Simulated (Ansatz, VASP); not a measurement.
**BN in VASP and in Ansatz**

```
B N
1.0
     2.50164    0.00000    0.00000
    -1.25082    2.16648    0.00000
     0.00000    0.00000    7.36932
B N
2 2
Direct
  0.66667 0.33333 0.75000
  0.33333 0.66667 0.25000
  0.00000 0.00000 0.75000
  0.00000 0.00000 0.25000
```

Alike in both runs: task relaxation of the atoms; functional PBE; k mesh 14 × 14 × 4; occupations fermi-dirac, width 0.02 eV; no spin polarisation.

```csv
,VASP,Ansatz
version,VASP 6.6.1,Ansatz 0.2.0
potentials or method,"VASP PAW PBE potentials, release 64 (B, N)","plane-wave PAW, scalar-relativistic"
plane-wave cutoff (eV),520,420
valence electrons in the cell,16,16
```

Ansatz gave:

```
gap on the k mesh at the Fermi level, each at its own relaxed structure (eV) : 3.91
```

Task: Estimate VASP's values.

Result: gap on the k mesh at the Fermi level, each at its own relaxed structure (eV): 3.90.

Ansatz's warnings: stress scf threshold loose.

Noted on VASP's run: the relaxation stopped at its first step, so nothing moved.
